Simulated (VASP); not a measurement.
A run of VASP 6.6.1 is set up as follows.

INCAR

```
SYSTEM = In3B2H3
PREC = Accurate
ENCUT = 500
EDIFF = 1E-6
ISMEAR = 0
SIGMA = 0.15
LREAL = .FALSE.
LASPH = .TRUE.
NELM = 120
ALGO = Normal
ISIF = 2
LWAVE = .FALSE.
LCHARG = .TRUE.
GGA = PE
LELF = .TRUE.
LVHAR = .TRUE.
NBANDS = 34
GGA_COMPAT = .FALSE.
```

KPOINTS

```
regular mesh
0
G
  3 3 2
  0 0 0
```

File POSCAR:

```
In3B2H3
1.0
    2.6173671324     -2.9005803811      0.0000000000
    2.6173671324      2.9005803811      0.0000000000
    0.0000000000      0.0000000000      7.2680285747
In B H
3 2 3
Direct
    0.0000000000      0.0000000000      0.7622020269
    0.0000000000      0.0000000000      0.2377979731
    0.5000000000      0.5000000000      0.0000000000
    0.6415913490      0.3584086510      0.5000000000
    0.3584086510      0.6415913490      0.5000000000
    0.0000000000      0.5000000000      0.5000000000
    0.5000000000      0.0000000000      0.5000000000
    0.0000000000      0.0000000000      0.5000000000
```

Potentials or basis: VASP PAW PBE potentials, release 64 (In_d, B, H).

The run is started by

```console
$ cat potpaw_PBE.64/In_d/POTCAR potpaw_PBE.64/B/POTCAR potpaw_PBE.64/H/POTCAR > POTCAR
$ mpirun -np 1 vasp_std > vasp.out
```

(1) Predict the pressure.

(2) Predict the largest force.

(3) What does it give for the band gap on the k mesh?

Answers

(1) 0.5 GPa.

(2) 0.066 eV/Å.

(3) zero (band 24 reaches 6.17 eV, above the bottom of band 25 at 5.49 eV).

Caveat: the k points lie up to 0.54 Å⁻¹ apart; spin-orbit coupling is left out, which moves the levels of the heavy elements.
